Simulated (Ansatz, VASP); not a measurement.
One calculation of CdS, two programs

```
Cd S
1.0
     0.00000    3.05886    3.05886
     3.05886    0.00000    3.05886
     3.05886    3.05886    0.00000
Cd S
1 1
Direct
  0.00000 0.00000 0.00000
  0.25000 0.25000 0.25000
```

Alike in both runs: task single point; functional PBE; k mesh 8 × 8 × 8; occupations gaussian, width 0.02 eV; no spin polarisation.

```csv
,VASP,Ansatz
version,VASP 6.6.1,Ansatz 0.2.0
potentials or method,"VASP PAW PBE potentials, release 64 (Cd, S), cutoff 520 eV","scalar-relativistic, plane waves, PAW"
valence electrons in the cell,18,26
```

|  | VASP | Ansatz | Ansatz less VASP |
| --- | --- | --- | --- |
| gap on the k mesh at the Fermi level (eV) | 0.83 | 0.83 | +0.001 |
| least direct gap on the mesh (eV) | 0.83 | 0.83 | +0.001 |
| pressure (GPa) | -3.9 | -4.1 | -0.19 |

With one functional, cell and mesh, what is left measures potentials, basis and numerics. VASP's potentials hold 18 valence electrons a cell and Ansatz's 26, so a difference there can come from the potentials and not from the codes.
